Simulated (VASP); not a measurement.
InSb (km): single point with PBEsol

Crystal: InSb (km).

```
In Sb
1.0
     0.00000    3.26011    3.26011
     3.26011    0.00000    3.26011
     3.26011    3.26011    0.00000
In Sb
1 1
Cartesian
  0.0000 0.0000 0.0000
  1.6301 1.6301 1.6301
```

| Property | Result |
| --- | --- |
| Program | VASP 6.6.1 |
| Task | single point |
| Functional | PBEsol |
| Potentials or basis | VASP PAW PBE potentials, release 64 (In_d, Sb) |
| Cutoff | 500 eV |
| k mesh | 6 × 6 × 6 |
| Occupations | gaussian, width 0.1 eV |
| Spin | no spin polarisation |
| Dipole correction | no |
| Further INCAR settings | ALGO = Normal; EDIFF = 1e-06; NBANDS = 16 |

```json
{
 "Pressure": "0.1 GPa",
 "Band gap on the k mesh": "zero (filled and empty bands touch)"
}
```

Levels at points of the mesh, in eV from the Fermi level:
| k point | band 6 | band 7 | band 8 | band 9 | band 10 | band 11 | band 12 | band 13 |
| --- | --- | --- | --- | --- | --- | --- | --- | --- |
| (0.00, 0.00, 0.00) | -10.66 | -0.40 | -0.03 | -0.03 | -0.03 | 2.90 | 2.90 | 2.90 |
| (0.50, 0.00, 0.00) | -9.33 | -5.60 | -1.02 | -1.02 | 0.41 | 3.74 | 3.74 | 5.93 |
| (0.50, 0.50, 0.00) | -8.74 | -5.90 | -2.25 | -2.25 | 1.24 | 1.26 | 7.98 | 7.98 |

It took 30 s on 1 thread of Intel(R) Xeon(R) Platinum 8375C CPU @ 2.90GHz (Ice Lake), with other jobs on the host, peak memory 0.21 GiB.

Caveat: the PAW data sets were made with another functional, which shifts forces and pressure a little; spin-orbit coupling is left out, which moves the levels of the heavy elements.
